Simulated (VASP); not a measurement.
The system is Nb.

```
Nb
1.0
    -1.65000    1.65000    1.65000
     1.65000   -1.65000    1.65000
     1.65000    1.65000   -1.65000
Nb
1
Cartesian
  0.0000 0.0000 0.0000
```

| Property | Result |
| --- | --- |
| Program | VASP 6.6.1 |
| Task | relaxation of cell and atoms |
| Functional | LDA |
| Potentials or basis | VASP PAW LDA potentials, release 64 (Nb_sv) |
| Cutoff | 600 eV |
| k mesh | 23 × 23 × 23 |
| Occupations | methfessel-paxton, width 0.1 eV |
| Spin | no spin polarisation |

At the start: pressure -8.7 GPa; volume 17.97 Å³/atom.

Q: Where does the relaxation end?

A: Over 4 steps the energy falls by 24.4 meV/atom and the volume is 17.11 Å³/atom (-4.8 %); space group Im-3m (No. 229, to 0.05 Å).

Step by step:
```tsv
step	energy change (eV)	largest force (eV/Å)	pressure (GPa)	volume (Å³)
1	0.0000	0.0000	-8.73	17.97
2	0.0773	0.0000	22.42	15.54
3	-0.0244	0.0000	-0.34	17.13
4	-0.0244	0.0000	-0.03	17.11
```

Final structure:
```
Nb
1.0
    -1.62322    1.62322    1.62322
     1.62322   -1.62322    1.62322
     1.62322    1.62322   -1.62322
Nb
1
Direct
  0.00000 0.00000 0.00000
```
